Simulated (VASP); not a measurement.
# CdS (Fd-3m) in VASP: single point with PBE

Aim: the single point of CdS with PBE.

All numbers are computed with VASP 6.6.1; they aren't measurements. Logs are shortened: lines on timing, memory, paths and dates and some standing lists are left out, and cuts for length are marked.

### 1 The cell of the first run

Symmetry: Fd-3m, No. 227, cubic system. The conventional cell has a = 6.892 Å, b = 6.892 Å, c = 6.892 Å, α = 90.00°, β = 90.00°, γ = 90.00°. Within 3.9 Å of Cd (site symmetry -43m) lie 4 Cd at 2.98 Å and 10 S at 2.98 to 3.45 Å. S (site symmetry -43m) has 10 Cd at 2.98 to 3.45 Å and 4 S at 2.98 Å within 3.9 Å.

### 2 Single point, PBE

File INCAR:

```
PREC = Accurate
ENCUT = 500
EDIFF = 1E-6
ISMEAR = 0
SIGMA = 0.15
LREAL = False
LASPH = True
NELM = 120
ALGO = Normal
ISIF = 2
LWAVE = False
LCHARG = False
GGA = PE
NBANDS = 26
GGA_COMPAT = False
```

File KPOINTS:

```
regular mesh
0
Gamma
  3 3 3
```

File POSCAR:

```
CdS
1.0
    0.0000000000      3.4459703297      3.4459703297
    3.4459703297      0.0000000000      3.4459703297
    3.4459703297      3.4459703297      0.0000000000
Cd S
2 2
Direct
    0.5000000000      0.5000000000      0.5000000000
    0.7500000000      0.7500000000      0.7500000000
    0.0000000000      0.0000000000      0.0000000000
    0.2500000000      0.2500000000      0.2500000000
```

Potentials or basis: VASP PAW PBE potentials, release 64 (Cd, S).

Command:

```bash
> cat potpaw_PBE.64/Cd/POTCAR potpaw_PBE.64/S/POTCAR > POTCAR
> mpirun -np 1 vasp_std > vasp.out
```

OUTCAR:

```text
PREC = Accurate
   ENCUT = 500
   EDIFF = 1E-6
   ISMEAR = 0
   LREAL = False
   LASPH = True
   NELM = 120
   ISIF = 2
   GGA = PE

 ion  position               nearest neighbor table
   1  0.500  0.500  0.500-   2 2.98   4 2.98   4 2.98   4 2.98   4 2.98   2 2.98   2 2.98   2 2.98

   2  0.750  0.750  0.750-   1 2.98   3 2.98   1 2.98   1 2.98   1 2.98   3 2.98   3 2.98   3 2.98

   3  0.000  0.000  0.000-   2 2.98   2 2.98   2 2.98   2 2.98
   4  0.250  0.250  0.250-   1 2.98   1 2.98   1 2.98   1 2.98

  LATTYP: Found a face centered cubic cell.
 ALAT       =     6.8919406594

  Lattice vectors:

 A1 = (   0.0000000000,   3.4459703297,   3.4459703297)
 A2 = (   3.4459703297,   0.0000000000,   3.4459703297)
 A3 = (   3.4459703297,   3.4459703297,   0.0000000000)

Analysis of symmetry for initial positions (statically):
=====================================================================
 Subroutine PRICEL returns:
 Original cell was already a primitive cell.

 Routine SETGRP: Setting up the symmetry group for a
 face centered cubic supercell.

 Subroutine GETGRP returns: Found 48 space group operations
 (whereof 24 operations were pure point group operations)
 out of a pool of 48 trial point group operations.

The static configuration has the point symmetry T_d .
 The point group associated with its full space group is O_h .

Analysis of symmetry for dynamics (positions and initial velocities):
=====================================================================
 Subroutine PRICEL returns:
 Original cell was already a primitive cell.

 Routine SETGRP: Setting up the symmetry group for a
 face centered cubic supercell.

 Subroutine GETGRP returns: Found 48 space group operations
 (whereof 24 operations were pure point group operations)
 out of a pool of 48 trial point group operations.

The dynamic configuration has the point symmetry T_d .
 The point group associated with its full space group is O_h .

 Subroutine INISYM returns: Found 48 space group operations
 (whereof 24 operations are pure point group operations),
 and found     1 'primitive' translations

----------------------------------------------------------------------------------------

                                     Primitive cell

  volume of cell :      81.8398

  direct lattice vectors                    reciprocal lattice vectors
     0.000000000  3.445970330  3.445970330    -0.145097012  0.145097012  0.145097012
     3.445970330  0.000000000  3.445970330     0.145097012 -0.145097012  0.145097012
     3.445970330  3.445970330  0.000000000     0.145097012  0.145097012 -0.145097012

  length of vectors
     4.873337976  4.873337976  4.873337976     0.251315398  0.251315398  0.251315398

  position of ions in fractional coordinates (direct lattice)
     0.500000000  0.500000000  0.500000000
     0.750000000  0.750000000  0.750000000
     0.000000000  0.000000000  0.000000000
     0.250000000  0.250000000  0.250000000

  ion indices of the primitive-cell ions
   primitive index   ion index
                 1           1
                 2           2
                 3           3
                 4           4

----------------------------------------------------------------------------------------

 KPOINTS: regular mesh

Automatic generation of k-mesh.
 Grid dimensions read from file:
 generate k-points for:    3    3    3

 Generating k-lattice:

  Cartesian coordinates                     Fractional coordinates (reciprocal lattice)
    -0.048365671  0.048365671  0.048365671     0.333333333  0.000000000  0.000000000
     0.048365671 -0.048365671  0.048365671     0.000000000  0.333333333  0.000000000
     0.048365671  0.048365671 -0.048365671     0.000000000  0.000000000  0.333333333

  Length of vectors
     0.083771799  0.083771799  0.083771799

  Shift w.r.t. Gamma in fractional coordinates (k-lattice)
     0.000000000  0.000000000  0.000000000

 Subroutine IBZKPT returns following result:
 ===========================================

 Found      4 irreducible k-points:

 Following reciprocal coordinates:
            Coordinates               Weight
  0.000000  0.000000  0.000000      1.000000
  0.333333  0.000000  0.000000      8.000000
  0.333333  0.333333  0.000000      6.000000
 -0.333333  0.333333  0.000000     12.000000
   k-points           NKPTS =      4   k-points in BZ     NKDIM =      4   number of bands    NBANDS=     26
   number of dos      NEDOS =    301   number of ions     NIONS =      4
   total plane-waves  NPLWV =  46656
   dimension x,y,z NGX =    36 NGY =   36 NGZ =   36
   dimension x,y,z NGXF=    72 NGYF=   72 NGZF=   72
   ions per type =               2   2
   NGX,Y,Z   is equivalent  to a cutoff of  12.28, 12.28, 12.28 a.u.
   NGXF,Y,Z  is equivalent  to a cutoff of  24.56, 24.56, 24.56 a.u.
 SYSTEM =  unknown system
   PREC   = accura    normal or accurate (medium, high low for compatibility)
   ISTART =      0    job   : 0-new  1-cont  2-samecut
   ICHARG =      2    charge: 1-file 2-atom 10-const
   ISPIN  =      1    spin polarized calculation?
   LNONCOLLINEAR =      F non collinear calculations
   LSORBIT =      F    spin-orbit coupling
   LASPH  =      T    aspherical Exc in radial PAW
   ENCUT  =  500.0 eV  36.75 Ry    6.06 a.u.   8.89  8.89  8.89*2*pi/ulx,y,z
   NELM   =    120;   NELMIN=  2; NELMDL= -5     # of ELM steps
   EDIFF  = 0.1E-05   stopping-criterion for ELM
   LREAL  =      F    real-space projection
   EDIFFG = 0.1E-04   stopping-criterion for IOM
   NSW    =      0    number of steps for IOM
   IBRION =     -1    ionic relax: 0-MD 1-quasi-New 2-CG
   NFREE  =      0    steps in history (QN), initial steepest desc. (CG)
   ISIF   =      2    stress and relaxation
   ISYM   =      2    0-nonsym 1-usesym 2-fastsym
   POTIM  = 0.5000    time-step for ionic-motion
   TEBEG  =    0.0;   TEEND  =   0.0 temperature during run
   PSTRESS=    0.0 pullay stress
   NELECT =      36.0000    total number of electrons
   NUPDOWN=      -1.0000    fix difference up-down
   EMIN   =  10.00;   EMAX   =-10.00  energy-range for DOS
   EFERMI =   0.00;   METHOD = LEGACY
   ISMEAR =     0;   SIGMA  =   0.15  broadening in eV -4-tet -1-fermi 0-gaus
   EFERMI_NEDOS =   21; number of points for ismear=-14 and -15
   IALGO  =     38    algorithm
   IMIX   =      4    mixing-type and parameters
     AMIX     =   0.40;   BMIX     =  1.00
     AMIX_MAG =   1.60;   BMIX_MAG =  1.00
  volume/ion in A,a.u.               =      20.46       138.07
  Fermi-wavevector in a.u.,A,eV,Ry     =   1.245052  2.352807 21.091130  1.550154
  Thomas-Fermi vector in A             =   2.379291
   LORBIT       =      0    0 simple, 1 ext, 2 COOP (PROOUT), +10 PAW based schemes
   GGA     = PE    functional components
   LHFCALC =     F    Hartree Fock is set to
   AEXX    =    0.0000 exact exchange contribution
   IVDW    =     0    specifies the selected vdW correction
   LEPSILON=     F    determine dielectric tensor
   LRPA    =     F    only Hartree local field effects (RPA)
 non-spin polarized calculation
 Gauss-broadening in eV      SIGMA  =   0.15
  energy-cutoff  :      500.00
  volume of cell :       81.84
 maximum number of plane-waves:      2090
   NGX = 17   NGY = 17   NGZ = 17

 number of electron      36.0000014 magnetization

 Free energy of the ion-electron system (eV)
  ---------------------------------------------------
  ext. energy  EPLUGINS =         0.00000000
  ---------------------------------------------------
  free energy    TOTEN  =        -8.09360600 eV

  energy without entropy =       -8.01031092  energy(sigma->0) =       -8.05195846

 E-fermi :   3.5681     XC(G=0): -10.5907

 val. band max:        3.5240890036   @ k =  -0.3333   0.3333   0.0000
 cond. band min:       3.9735065887   @ k =  -0.3333   0.3333   0.0000
 fundamental gap:      0.4494175851
 Fermi energy:         3.5681194075

 k-point     1 :       0.0000    0.0000    0.0000
  band No.  band energies     occupation
      1      -9.9167      2.00000
      2      -6.8590      2.00000
      3      -5.2787      2.00000
      4      -5.2787      2.00000
      5      -5.2787      2.00000
      6      -5.1850      2.00000
[... 18 lines left out ...]
     25      10.2379      0.00000
     26      12.1794      0.00000

 k-point     2 :       0.3333    0.0000    0.0000
  band No.  band energies     occupation
      1      -9.4186      2.00000
      2      -7.5721      2.00000
      3      -5.3238      2.00000
      4      -5.3238      2.00000
      5      -5.1773      2.00000
      6      -5.1267      2.00000
[... 18 lines left out ...]
     25      10.9622      0.00000
     26      13.3509      0.00000

 k-point     3 :       0.3333    0.3333    0.0000
  band No.  band energies     occupation
      1      -9.2271      2.00000
      2      -7.8496      2.00000
      3      -5.2864      2.00000
      4      -5.2864      2.00000
      5      -5.0362      2.00000
      6      -5.0079      2.00000
[... 18 lines left out ...]
     25      11.2840      0.00000
     26      11.6279      0.00000

 k-point     4 :      -0.3333    0.3333    0.0000
  band No.  band energies     occupation
      1      -8.8680      2.00000
      2      -8.2166      2.00000
      3      -5.3467      2.00000
      4      -5.2148      2.00000
      5      -5.1210      2.00000
      6      -4.9260      2.00000
[... 18 lines left out ...]
     25      12.0978      0.00000
     26      12.6942      0.00000

------------------------ aborting loop because EDIFF is reached ----------------------------------------

  FORCE on cell =-STRESS in cart. coord.  units (eV):
  Direction    XX          YY          ZZ          XY          YZ          ZX
  --------------------------------------------------------------------------------------
  -------------------------------------------------------------------------------------
  Total        0.0877449      0.0877449      0.0877449      0.0000000      0.0000000      0.0000000
  in kB        1.7177809      1.7177809      1.7177809      0.0000000      0.0000000      0.0000000
  external PRESSURE =       1.7177809 kB  Pullay stress =       0.0000000 kB

 VOLUME and BASIS-vectors are now :
 -----------------------------------------------------------------------------
  energy-cutoff  :      500.00
  volume of cell :       81.84
      direct lattice vectors                 reciprocal lattice vectors
     0.000000000  3.445970330  3.445970330    -0.145097012  0.145097012  0.145097012
     3.445970330  0.000000000  3.445970330     0.145097012 -0.145097012  0.145097012
     3.445970330  3.445970330  0.000000000     0.145097012  0.145097012 -0.145097012

 POSITION                                       TOTAL-FORCE (eV/Angst)
 -----------------------------------------------------------------------------------
      3.44597      3.44597      3.44597        -0.000000      0.000000     -0.000000
      5.16896      5.16896      5.16896        -0.000000      0.000000      0.000000
      0.00000      0.00000      0.00000        -0.000000     -0.000000     -0.000000
      1.72299      1.72299      1.72299         0.000000      0.000000      0.000000
 -----------------------------------------------------------------------------------
    total drift:                                0.000000      0.000000      0.000000

  FREE ENERGIE OF THE ION-ELECTRON SYSTEM (eV)
  ---------------------------------------------------
  free  energy   TOTEN  =        -8.0936060040 eV

  energy  without entropy=       -8.0103109177  energy(sigma->0) =       -8.05195846
```

It took 22 s on 1 thread of Intel Xeon 8259CL, shared host; peak memory 0.2 GiB.

Results:

* Free energy: -8.0936 eV
* Pressure: 0.2 GPa
* Band gap on the k mesh: zero (band 18 reaches 3.52 eV, above the bottom of band 19 at 2.23 eV)

Caveat: the k points lie up to 0.53 Å⁻¹ apart.
